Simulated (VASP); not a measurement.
# In (I4/mmm) in VASP: further runs, part 2 of 2

VASP 6.6.1.

### Step 3. Relaxation of shape and atoms at fixed volume, PBE (25.02 Å³/atom)

This run uses another cell than the first one, of 25.02 Å³/atom.

File INCAR:

```
SYSTEM = In
  PREC = Accurate
  ENCUT = 600
  EDIFF = 1E-6
  ISMEAR = 0
  SIGMA = 0.1
  LREAL = .FALSE.
  LASPH = .TRUE.
  NELM = 80
  ALGO = Fast
  ISIF = 4
  LWAVE = .FALSE.
  LCHARG = .FALSE.
  GGA = PE
  IBRION = 2
  NSW = 50
  EDIFFG = -0.01
```

File KPOINTS:

```
regular mesh
0
G
  18 18 18
  0 0 0
```

File POSCAR:

```
In
1.0
   -1.6426375499      1.6426375499      2.3182152855
    1.6426375499     -1.6426375499      2.3182152855
    1.6426375499      1.6426375499     -2.3182152855
In
1
Direct
    0.0000000000      0.0000000000      0.0000000000
```

Potentials or basis: VASP PAW PBE potentials, release 64 (In_d).

On the command line:

```
> cat potpaw_PBE.64/In_d/POTCAR > POTCAR
> mpirun -np 1 vasp_std > vasp.out
```

OUTCAR:

```text
SYSTEM = In
   PREC = Accurate
   ENCUT = 600
   EDIFF = 1E-6
   ISMEAR = 0
   LREAL = .FALSE.
   LASPH = .TRUE.
   NELM = 80
   ISIF = 4
   GGA = PE
   IBRION = 2
   NSW = 50
   EDIFFG = -0.01

 ion  position               nearest neighbor table
   1  0.000  0.000  0.000-

  LATTYP: Found a body centered tetragonal cell.
 ALAT       =     3.2852750998
 C/A-ratio  =     1.4112762037

  Lattice vectors:

[... 497 lines left out ...]

 [... further k-points ...]

------------------------ aborting loop because EDIFF is reached ----------------------------------------

  FORCE on cell =-STRESS in cart. coord.  units (eV):
  Direction    XX          YY          ZZ          XY          YZ          ZX
  --------------------------------------------------------------------------------------
  -------------------------------------------------------------------------------------
  Total        0.6759571      0.6759571      0.6787814      0.0000000      0.0000000      0.0000000
  in kB       43.2845051     43.2845051     43.4653614      0.0000000      0.0000000      0.0000000
  external PRESSURE =      43.3447905 kB  Pullay stress =       0.0000000 kB

 VOLUME and BASIS-vectors are now :
 -----------------------------------------------------------------------------
  energy-cutoff  :      600.00
  volume of cell :       25.02
      direct lattice vectors                 reciprocal lattice vectors
    -1.642637550  1.642637550  2.318215286     0.000000000  0.304388512  0.215683161
     1.642637550 -1.642637550  2.318215286     0.304388512  0.000000000  0.215683161
     1.642637550  1.642637550 -2.318215286     0.304388512  0.304388512  0.000000000

 POSITION                                       TOTAL-FORCE (eV/Angst)
 -----------------------------------------------------------------------------------
      0.00000      0.00000      0.00000         0.000000      0.000000     -0.000000
 -----------------------------------------------------------------------------------
    total drift:                                0.000000      0.000000      0.000000

  FREE ENERGIE OF THE ION-ELECTRON SYSTEM (eV)
  ---------------------------------------------------
  free  energy   TOTEN  =        -2.5317251625 eV

  energy  without entropy=       -2.5295012455  energy(sigma->0) =       -2.53061320

 reached required accuracy - stopping structural energy minimisation
```

Run time: 2.1 min. Hardware: 1 thread of AMD EPYC 7R43 (Zen 3), shared host; peak memory 0.24 GiB.

What came out:

```yaml
Free_energy: -2.5317 eV
Pressure_after_relaxing: 4.3 GPa
Band_gap_on_the_k_mesh: zero (an odd number of electrons rules out a gap without spin polarisation)
```

Final structure:
```cif
data_structure
_symmetry_space_group_name_H-M 'P 1'
_symmetry_Int_Tables_number 1
_cell_length_a 3.2819
_cell_length_b 3.2819
_cell_length_c 3.2819
_cell_angle_alpha 119.931
_cell_angle_beta 119.931
_cell_angle_gamma 90.119
_cell_volume 25.02
loop_
_atom_site_label
_atom_site_type_symbol
_atom_site_fract_x
_atom_site_fract_y
_atom_site_fract_z
_atom_site_occupancy
In1 In 0.00000 0.00000 0.00000 1
```

Levels at points of the mesh, in eV from the Fermi level:
| k point | band 3 | band 4 | band 5 | band 6 | band 7 | band 8 | band 9 | band 10 |
| --- | --- | --- | --- | --- | --- | --- | --- | --- |
| (0.00, 0.00, 0.00) | -14.72 | -14.53 | -14.52 | -9.89 | 10.94 | 10.95 | 10.95 | 11.57 |
| (0.50, 0.00, 0.00) | -14.71 | -14.35 | -14.35 | -4.38 | -3.61 | 8.68 | 8.72 | 10.89 |
| (0.50, 0.50, 0.00) | -14.36 | -14.31 | -14.31 | -2.40 | -2.04 | 4.11 | 4.12 | 7.63 |
| (0.50, 0.50, 0.50) | -14.36 | -14.31 | -14.31 | -2.38 | -2.00 | 4.08 | 4.08 | 7.57 |

Caveat: the relaxation stopped at its first step, so nothing moved; spin-orbit coupling is left out, which moves the levels of the heavy elements.

### Step 4. Relaxation of shape and atoms at fixed volume, PBE (30.24 Å³/atom)

This run uses another cell than the first one, of 30.24 Å³/atom.

File INCAR:

```
SYSTEM = In
PREC = Accurate ; ENCUT = 600
EDIFF = 1E-6 ; ISMEAR = 0
SIGMA = 0.1 ; LREAL = .False.
LASPH = .True. ; NELM = 100
ALGO = Fast ; ISIF = 4
LWAVE = .False. ; LCHARG = .False.
GGA = PE ; IBRION = 2
NSW = 50 ; EDIFFG = -0.01
```

File KPOINTS:

```
regular mesh
0
Gamma
  18 18 18
  0 0 0
```

File POSCAR:

```
In
1.0
   -1.7498151700      1.7498151700      2.4694725103
    1.7498151700     -1.7498151700      2.4694725103
    1.7498151700      1.7498151700     -2.4694725103
In
1
Direct
    0.0000000000      0.0000000000      0.0000000000
```

On the command line:

```
> cat potpaw_PBE.64/In_d/POTCAR > POTCAR
> mpirun -np 1 vasp_std > vasp.out
```

Run time: 2.1 min. Hardware: 1 thread of AMD EPYC 7R43 (Zen 3), shared host; peak memory 0.27 GiB.

The run converged. Its results:

| Quantity | Value |
| --- | --- |
| Free energy | -2.5371 eV |
| Pressure after relaxing | -2.7 GPa |
| Band gap on the k mesh | zero (an odd number of electrons rules out a gap without spin polarisation) |

Final structure:
```yaml
crystal:
  lattice:
    - [-1.74982, 1.74982, 2.46947]
    - [1.74982, -1.74982, 2.46947]
    - [1.74982, 1.74982, -2.46947]
  atoms:
    - { symbol: In, position: [0.00000, 0.00000, 0.00000] }
```

Levels at points of the mesh, in eV from the Fermi level:
```
           k point  band 4  band 5  band 6  band 7  band 8  band 9
(0.00, 0.00, 0.00)  -14.40  -14.40   -8.60    9.30    9.31    9.31
(0.50, 0.00, 0.00)  -14.30  -14.29   -4.24   -2.78    7.43    7.47
(0.50, 0.50, 0.00)  -14.27  -14.27   -2.38   -1.77    3.73    3.75
(0.50, 0.50, 0.50)  -14.27  -14.27   -2.34   -1.76    3.72    3.72
```

Caveat: the relaxation stopped at its first step, so nothing moved; spin-orbit coupling is left out, which moves the levels of the heavy elements.

### Step 5. Summary

```tsv
cell	gap on the mesh (eV)	pressure (GPa)
relaxed from a = 3.245 Å, angles 119.9, 119.9, 90.1°, 1 atom	none	6.4
relaxed from a = 3.282 Å, angles 119.9, 119.9, 90.1°, 1 atom	none	4.3
relaxed from a = 3.496 Å, angles 119.9, 119.9, 90.1°, 1 atom	none	-2.7
```

Alike in all rows: task relaxation of shape and atoms at fixed volume; level PBE; potentials or basis VASP PAW PBE potentials, release 64 (In_d); no spin polarisation; k mesh 18 × 18 × 18; cutoff (eV) 600; smearing gaussian 0.1 eV.

Caveats: the relaxation stopped at its first step, so nothing moved; spin-orbit coupling is left out, which moves the levels of the heavy elements.

Total energies depend on the potentials used, so only differences within one code and one set of settings carry meaning.
